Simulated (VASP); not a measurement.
# SiO2 (I4_122) in VASP: a series of runs, part 2 of 3

VASP 6.6.1. Earlier steps stand in the parts before.

## (3) Single point, r2SCAN+D3(BJ)

This run uses another cell than the first one, of 14.59 Å³/atom, 0.988 times its volume.

Contents of POSCAR:

```
SiO2
1.0
   -2.7930307877      2.7930307877      5.6093676582
    2.7930307877     -2.7930307877      5.6093676582
    2.7930307877      2.7930307877     -5.6093676582
Si O
4 8
Direct
    0.8750000000      0.2664319932      0.8914319932
    0.0164319932      0.6250000000      0.8914319932
    0.7335680068      0.1250000000      0.1085680068
    0.3750000000      0.9835680068      0.1085680068
    0.6349097135      0.1349097135      0.5000000000
    0.4650851769      0.9650851769      0.9301703539
    0.0349148231      0.5349148231      0.0698296461
    0.1150902865      0.1150902865      0.0000000000
    0.8849097135      0.8849097135      0.0000000000
    0.8650902865      0.3650902865      0.5000000000
    0.2849148231      0.7150851769      0.0000000000
    0.7150851769      0.2849148231      0.0000000000
```

Contents of INCAR.step1:

```
PREC = Accurate ; ENCUT = 520
ISMEAR = -1 ; SIGMA = 0.05
LREAL = F ; LASPH = T
NELM = 100 ; NBANDS = 44
GGA = PE ; ALGO = Normal
EDIFF = 1E-4 ; LWAVE = T
LCHARG = F
```

Contents of INCAR.step2:

```
PREC = Accurate ; ENCUT = 520
EDIFF = 1E-6 ; ISMEAR = -1
SIGMA = 0.05 ; LREAL = F
LASPH = T ; NELM = 100
ALGO = Normal ; ISIF = 2
LWAVE = F ; LCHARG = F
METAGGA = R2SCAN ; LMIXTAU = T
IVDW = 12 ; VDW_S6 = 1.0
VDW_S8 = 0.78981345 ; VDW_A1 = 0.49484001
VDW_A2 = 5.73083694 ; NBANDS = 44
ISTART = 1
```

Contents of KPOINTS:

```
Automatic mesh
0
Gamma
  7 7 7
```

Potentials or basis: VASP PAW PBE potentials, release 64 (Si, O).

Started as:

```bash
cat potpaw_PBE.64/Si/POTCAR potpaw_PBE.64/O/POTCAR > POTCAR
cp INCAR.step1 INCAR
mpirun -np 1 vasp_std > vasp.out
cp INCAR.step2 INCAR
mpirun -np 1 vasp_std > vasp.out
```

OUTCAR:

```text
PREC = Accurate
   ENCUT = 520
   EDIFF = 1E-6
   ISMEAR = -1
   LREAL = F
   LASPH = T
   NELM = 100
   ISIF = 2
   METAGGA = R2SCAN
   IVDW = 12
   ISTART = 1
 IVDW          = 12

 ion  position               nearest neighbor table
   1  0.875  0.266  0.891-   5 1.61   8 1.61  12 1.63   7 1.63   2 2.93   3 2.93
   2  0.016  0.625  0.891-   9 1.61  10 1.61   7 1.63  11 1.63   1 2.93   4 2.93
   3  0.734  0.125  0.109-  10 1.61   9 1.61  12 1.63   6 1.63   1 2.93   4 2.93
   4  0.375  0.984  0.109-   5 1.61   8 1.61   6 1.63  11 1.63   3 2.93   2 2.93
   5  0.635  0.135  0.500-   1 1.61   4 1.61
   6  0.465  0.965  0.930-   4 1.63   3 1.63
   7  0.035  0.535  0.070-   2 1.63   1 1.63
   8  0.115  0.115  0.000-   1 1.61   4 1.61
   9  0.885  0.885  0.000-   2 1.61   3 1.61
  10  0.865  0.365  0.500-   3 1.61   2 1.61
  11  0.285  0.715  0.000-   2 1.63   4 1.63
  12  0.715  0.285  0.000-   1 1.63   3 1.63

  LATTYP: Found a body centered tetragonal cell.
 ALAT       =     5.5860615754
 C/A-ratio  =     2.0083443702

  Lattice vectors:

 A1 = (  -2.7930307877,   2.7930307877,   5.6093676582)
 A2 = (   2.7930307877,  -2.7930307877,   5.6093676582)
 A3 = (   2.7930307877,   2.7930307877,  -5.6093676582)

Analysis of symmetry for initial positions (statically):
=====================================================================
 Subroutine PRICEL returns:
 Original cell was already a primitive cell.

 Routine SETGRP: Setting up the symmetry group for a
 body centered tetragonal supercell.

 Subroutine GETGRP returns: Found  8 space group operations
 (whereof  4 operations were pure point group operations)
 out of a pool of 16 trial point group operations.

The static configuration has the point symmetry D_2 .
 The point group associated with its full space group is D_4 .

Analysis of symmetry for dynamics (positions and initial velocities):
[... 162 lines left out ...]
   LRPA    =     F    only Hartree local field effects (RPA)
 non-spin polarized calculation
  energy-cutoff  :      520.00
  volume of cell :      175.04
 maximum number of plane-waves:      4741
 NGX is ok and might be reduce to    54
   NGX = 25   NGY = 25   NGZ = 25

 number of electron      63.9999999 magnetization

 Free energy of the ion-electron system (eV)
  ---------------------------------------------------
  ext. energy  EPLUGINS =         0.00000000
  ---------------------------------------------------
  free energy    TOTEN  =      -117.31977475 eV

  energy without entropy =     -117.31977475  energy(sigma->0) =     -117.31977475

 E-fermi :   0.9995     XC(G=0):  -8.7131

 val. band max:       -0.0263234268   @ k =   0.0000   0.0000   0.0000
 cond. band min:       5.5523702454   @ k =   0.0000   0.0000   0.0000
 fundamental gap:      5.5786936722
 Fermi energy:         0.9995339586

 k-point     1 :       0.0000    0.0000    0.0000
  band No.  band energies     occupation
      1     -20.9003      2.00000
      2     -19.5440      2.00000
      3     -19.3208      2.00000
      4     -19.3208      2.00000
      5     -19.0569      2.00000
      6     -18.9214      2.00000
[... 1117 lines left out ...]
     43      11.3737      0.00000
     44      11.8131      0.00000

 [... further k-points ...]

------------------------ aborting loop because EDIFF is reached ----------------------------------------

 Edisp (eV)   -0.70563

 E8    (eV) :    -0.1803

  FORCE on cell =-STRESS in cart. coord.  units (eV):
  Direction    XX          YY          ZZ          XY          YZ          ZX
  --------------------------------------------------------------------------------------
  -------------------------------------------------------------------------------------
  Total       0.11773     0.11773     0.47127     0.00000     0.00000     0.00000
  in kB       1.07761     1.07761     4.31378     0.00000     0.00000     0.00000
  external pressure =        2.16 kB  Pullay stress =        0.00 kB

 VOLUME and BASIS-vectors are now :
 -----------------------------------------------------------------------------
  energy-cutoff  :      520.00
  volume of cell :      175.04
      direct lattice vectors                 reciprocal lattice vectors
    -2.793030788  2.793030788  5.609367658     0.000000000  0.179017003  0.089136607
     2.793030788 -2.793030788  5.609367658     0.179017003  0.000000000  0.089136607
     2.793030788  2.793030788 -5.609367658     0.179017003  0.179017003  0.000000000

 POSITION                                       TOTAL-FORCE (eV/Angst)
 -----------------------------------------------------------------------------------
      0.79005      4.18955      1.40234         0.006024      0.000000     -0.000000
      4.18955      0.79005     -1.40234        -0.000000      0.006024     -0.000000
     -1.39652      2.00298      4.20703         0.000000     -0.006024      0.000000
      2.00298     -1.39652      7.01171        -0.006024      0.000000      0.000000
      0.00000      2.79303      1.51352         0.000000      0.000000      0.004142
      3.99451      1.20148      2.80468        -0.009103     -0.009103     -0.000000
      1.59155     -1.20148      2.80468         0.009103      0.009103      0.000000
      0.00000      0.00000      1.29117        -0.000000      0.000000     -0.004142
      0.00000      0.00000      9.92757        -0.000000      0.000000      0.004142
      0.00000      2.79303      4.09585         0.000000      0.000000     -0.004142
      1.20148     -1.20148      5.60937        -0.009103      0.009103     -0.000000
     -1.20148      1.20148      5.60937         0.009103     -0.009103     -0.000000
 -----------------------------------------------------------------------------------
    total drift:                                0.000006     -0.000006      0.000000

  FREE ENERGIE OF THE ION-ELECTRON SYSTEM (eV)
  ---------------------------------------------------
  free  energy   TOTEN  =      -118.0254093922 eV

  energy  without entropy=     -118.0254093921  energy(sigma->0) =     -118.02540939
```

OUTCAR.step1:

```text
PREC = Accurate
   ENCUT = 520
   ISMEAR = -1
   LREAL = F
   LASPH = T
[... 1390 lines left out ...]
      0.00000      0.00000      9.92757         0.000000     -0.000000      0.019437
      0.00000      2.79303      4.09585         0.000000     -0.000000     -0.019437
      1.20148     -1.20148      5.60937        -0.307615      0.307615      0.000000
     -1.20148      1.20148      5.60937         0.307615     -0.307615     -0.000000
 -----------------------------------------------------------------------------------
    total drift:                                0.000001     -0.000001      0.000000

  FREE ENERGIE OF THE ION-ELECTRON SYSTEM (eV)
  ---------------------------------------------------
  free  energy   TOTEN  =       -93.0868594860 eV

  energy  without entropy=      -93.0868594860  energy(sigma->0) =      -93.08685949
```

OSZICAR.step1:

```text
N       E                     dE             d eps       ncg     rms          rms(c)
DAV:   1     0.412071120039E+03    0.41207E+03   -0.32831E+04  3520   0.132E+03
DAV:   2    -0.734443847465E+02   -0.48552E+03   -0.46772E+03  4524   0.312E+02
DAV:   3    -0.106151499719E+03   -0.32707E+02   -0.32525E+02  4280   0.857E+01
DAV:   4    -0.106589795355E+03   -0.43830E+00   -0.43739E+00  4344   0.109E+01
DAV:   5    -0.106597895152E+03   -0.80998E-02   -0.80950E-02  4260   0.144E+00    0.295E+01
DAV:   6    -0.931645378808E+02    0.13433E+02   -0.49986E+01  4116   0.327E+01    0.139E+01
DAV:   7    -0.931106039331E+02    0.53934E-01   -0.16307E+00  4224   0.527E+00    0.505E+00
DAV:   8    -0.930764720196E+02    0.34132E-01   -0.96239E-02  4224   0.186E+00    0.195E+00
DAV:   9    -0.930835800212E+02   -0.71080E-02   -0.50237E-02  4048   0.128E+00    0.390E-01
DAV:  10    -0.930861120900E+02   -0.25321E-02   -0.28268E-03  3896   0.270E-01    0.176E-01
DAV:  11    -0.930868380422E+02   -0.72595E-03   -0.68422E-04  3528   0.173E-01    0.214E-02
DAV:  12    -0.930868594860E+02   -0.21444E-04   -0.26898E-05  3152   0.392E-02
   1 F= -.93086859E+02 E0= -.93086859E+02  d E =-.207793E-10
```

Wall time 20 min (1 thread of Intel Xeon 6975P-C (Granite Rapids), shared host); peak memory 0.52 GiB.

Results:

- Free energy: -118.0254 eV
- Pressure: 0.2 GPa
- Largest force: 0.013 eV/Å
- Band gap on the k mesh: 5.58 eV, direct
- Dispersion energy per atom: -0.059 eV

Forces in eV/Å, atoms in the order of the input:
```
Si   0.006  0.000  0.000
Si   0.000  0.006  0.000
Si   0.000 -0.006  0.000
Si  -0.006  0.000  0.000
O    0.000  0.000  0.004
O   -0.009 -0.009  0.000
O    0.009  0.009  0.000
O    0.000  0.000 -0.004
O    0.000  0.000  0.004
O    0.000  0.000 -0.004
O   -0.009  0.009  0.000
O    0.009 -0.009  0.000
```

Stress tensor (GPa, compression positive):
```
0.11 0.00 0.00
0.00 0.11 0.00
0.00 0.00 0.43
```

Levels at points of the mesh, in eV from the valence-band top:
| k point | band 28 | band 29 | band 30 | band 31 | band 32 | band 33 | band 34 | band 35 | band 36 | band 37 |
| --- | --- | --- | --- | --- | --- | --- | --- | --- | --- | --- |
| (0.00, 0.00, 0.00) | -1.62 | -0.73 | -0.73 | -0.26 | 0.00 | 5.58 | 8.33 | 8.49 | 9.65 | 9.65 |

Caveat: the PAW data sets were made with another functional, which shifts forces and pressure a little.

## (4) Single point, BLYP

This run uses another cell than the first one, of 15.44 Å³/atom, 1.046 times its volume.

Contents of INCAR:

```
SYSTEM = SiO2
PREC = Accurate
ENCUT = 520
EDIFF = 1E-6
ISMEAR = -1
SIGMA = 0.05
LREAL = .FALSE.
LASPH = .TRUE.
NELM = 100
ALGO = Normal
ISIF = 2
LWAVE = .FALSE.
LCHARG = .FALSE.
GGA = B5
ALDAX = 1.0
AGGAX = 1.0
AGGAC = 1.0
ALDAC = 0.0
NBANDS = 44
```

Contents of KPOINTS:

```
regular mesh
0
G
  7 7 7
  0 0 0
```

Contents of POSCAR:

```
SiO2
1.0
   -2.8543399764      2.8543399764      5.6853951707
    2.8543399764     -2.8543399764      5.6853951707
    2.8543399764      2.8543399764     -5.6853951707
Si O
4 8
Direct
    0.8750000000      0.2621392271      0.8871392271
    0.0121392271      0.6250000000      0.8871392271
    0.7378607729      0.1250000000      0.1128607729
    0.3750000000      0.9878607729      0.1128607729
    0.6328578551      0.1328578551      0.5000000000
    0.4707560236      0.9707560236      0.9415120471
    0.0292439764      0.5292439764      0.0584879529
    0.1171421449      0.1171421449      0.0000000000
    0.8828578551      0.8828578551      0.0000000000
    0.8671421449      0.3671421449      0.5000000000
    0.2792439764      0.7207560236      0.0000000000
    0.7207560236      0.2792439764      0.0000000000
```

Started as:

```bash
cat potpaw_PBE.64/Si/POTCAR potpaw_PBE.64/O/POTCAR > POTCAR
mpirun -np 1 vasp_std > vasp.out
```

Wall time 8.6 min (1 thread of Intel Xeon Platinum 8259CL at 2.50GHz (Skylake/Cascade Lake), shared host); peak memory 0.52 GiB.

Results (log left out):

* Free energy: -89.5519 eV
* Pressure: 0.7 GPa
* Largest force: 0.065 eV/Å
* Band gap on the k mesh: 4.84 eV, direct

Forces on the atoms (eV/Å):
```
Si   0.018  0.000  0.000
Si   0.000  0.018  0.000
Si   0.000 -0.018  0.000
Si  -0.018  0.000  0.000
O    0.000  0.000  0.013
O   -0.046 -0.046  0.000
O    0.046  0.046  0.000
O    0.000  0.000 -0.013
O    0.000  0.000  0.013
O    0.000  0.000 -0.013
O   -0.046  0.046  0.000
O    0.046 -0.046  0.000
```

Stress tensor (GPa, compression positive):
```
0.62 0.00 0.00
0.00 0.62 0.00
0.00 0.00 0.95
```

Levels at points of the mesh, in eV from the valence-band top:
```csv
k point,band 30,band 31,band 32,band 33,band 34,band 35
"(0.00, 0.00, 0.00)",-0.63,-0.23,0.00,4.84,7.25,7.30
```

Caveat: the PAW data sets were made with another functional, which shifts forces and pressure a little.

(Part 2 of 3 ends here.)
